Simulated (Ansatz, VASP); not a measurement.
**TaN in VASP and in Ansatz**

```xyz
6
Lattice="5.6215 0.0000 0.0000 -2.8107 4.8684 0.0000 0.0000 0.0000 2.7874" Properties=species:S:1:pos:R:3 pbc="T T T"
Ta    0.0000    0.0000    0.0000
Ta    0.0000    3.2456    1.3937
Ta    2.8107    1.6228    1.3937
N     2.8107    0.0000    0.0000
N     1.4054    2.4342    0.0000
N    -1.4054    2.4342    0.0000
```

Change from the starting cell: strain +0.080 along x and y, -0.040 along z, atoms carried along.

Alike in both runs: task single point; functional PBEsol; k mesh 12 × 12 × 16; occupations gaussian, width 0.15 eV; no spin polarisation.

|  | VASP | Ansatz |
| --- | --- | --- |
| version | VASP 6.6.1 | Ansatz 0.2.0 |
| potentials or method | VASP PAW PBE potentials, release 64 (Ta_pv, N), cutoff 520 eV | scalar-relativistic, plane waves, PAW |
| valence electrons in the cell | 48 | 54 |

|  | VASP | Ansatz | Ansatz less VASP |
| --- | --- | --- | --- |
| gap on the k mesh at the Fermi level (eV) | none | none | - |
| pressure (GPa) | -18.8 | -19.3 | -0.56 |
| traceless stress, the component that is largest in VASP (GPa) | 24.56 | 24.43 | -0.132 |

VASP's potentials were made for PBE, not for PBEsol. A gap of «none» marks a metal or a gap that the smearing closes. VASP's potentials hold 48 valence electrons a cell and Ansatz's 54, so a difference there can come from the potentials and not from the codes.

Neither program's run includes spin-orbit coupling.
